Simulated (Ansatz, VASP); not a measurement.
One calculation of CsI, two programs

The input INCAR:

```
  PREC = Accurate
  ENCUT = 400
  EDIFF = 1E-8
  ISMEAR = -1
  SIGMA = 0.01
  LREAL = F
  LASPH = T
  NELM = 120
  ALGO = Normal
  ISIF = 2
  LWAVE = F
  LCHARG = F
  GGA = PE
  LEFG = T
  NBANDS = 15
  GGA_COMPAT = F
```

Contents of KPOINTS:

```
regular mesh
0
Gamma
  7 7 7
```

The input POSCAR:

```
CsI
1.0
    4.5667000000      0.0000000000      0.0000000000
    0.0000000000      4.5667000000      0.0000000000
    0.0000000000      0.0000000000      4.5667000000
Cs I
1 1
Direct
    0.0000000000      0.0000000000      0.0000000000
    0.5000000000      0.5000000000      0.5000000000
```

Input for Ansatz:

```yaml
crystal:
  lattice:
    - [4.5667, 0.0, 0.0]
    - [0.0, 4.5667, 0.0]
    - [0.0, 0.0, 4.5667]
  atoms:
    - { symbol: Cs, position: [0.0, 0.0, 0.0] }
    - { symbol: I, position: [0.5, 0.5, 0.5] }
kpoints:
  mp_grid: { grid: [7, 7, 7] }
  band_path:
    path:
      - [0.0, 0.0, 0.0]
      - [0.0, 0.5, 0.0]
      - [0.5, 0.5, 0.0]
      - [0.0, 0.0, 0.0]
      - [0.5, 0.5, 0.5]
      - [0.0, 0.5, 0.0]
      - [0.5, 0.5, 0.5]
      - [0.5, 0.5, 0.0]
    npoints: 14
scf:
  occupations: { method: fermi_dirac, width: 0.01 }
hamiltonian:
  xc: pbe
  pseudopotentials: { kind: paw }
output:
  forces: true
  stress: true
  eigenvalues: true
  efg: { contact_densities: true }
  populations: true
  bader: true
  dos: { projected: true, de: 0.2, e_range: [-14, 8] }
  write_density: true
  write_potential: true
  elf: true
  volumetric_format: npy
```

Alike in both runs: task electric field gradients; functional PBE; k mesh 7 × 7 × 7; occupations fermi-dirac, width 0.01 eV; no spin polarisation.

```csv
,VASP,Ansatz
version,VASP 6.6.1,Ansatz 0.2.0
potentials or method,"VASP PAW PBE potentials, release 64 (Cs_sv, I)","PAW with Ansatz's default frozen-core files, scalar-relativistic"
plane-wave cutoff (eV),400,420
valence electrons in the cell,16,26
```

|  | VASP | Ansatz | Ansatz less VASP |
| --- | --- | --- | --- |
| gap on the k mesh at the Fermi level (eV) | 3.90 | 3.91 | +0.013 |
| pressure (GPa) | 0.8 | 0.8 | -0.03 |

VASP's potentials hold 16 valence electrons a cell and Ansatz's 26, so a difference there can come from the potentials and not from the codes.

Neither program's run includes spin-orbit coupling.
